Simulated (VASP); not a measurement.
Runs of VASP 6.6.1 on Rh. The structure is that of space group Pm-3m (No. 221), or close to it. The cells are those of the table. 

```csv
task,cell,cutoff (eV),gap on the mesh (eV),pressure (GPa)
relaxation of cell and atoms,"relaxed to 10 GPa from a = 2.470 Å, 1 atom",600,none,9.9
relaxation of cell and atoms,"relaxed to 30 GPa from a = 2.470 Å, 1 atom",600,none,30.0
single point,"a = 2.464 Å, 1 atom",520,none,20.1
single point,"a = 2.496 Å, 1 atom",520,none,(a)
relaxation of cell and atoms,"relaxed from a = 2.470 Å, 1 atom",600,none,-0.1
```

Alike in all rows: level PBE; potentials or basis VASP PAW PBE potentials, release 64 (Rh_pv); no spin polarisation; k mesh 17 × 17 × 17; smearing fermi-dirac 0.1 eV.

Q: Fill in the values left out.

A: (a) 10.1.

Caveats: the cell is relaxed towards a set pressure, so the enthalpy falls and the energy may rise (some runs).

A k mesh can miss the band edges, and the runs leave out spin-orbit coupling on Rh.

A gap of «none» marks levels without a gap at the run's occupations.
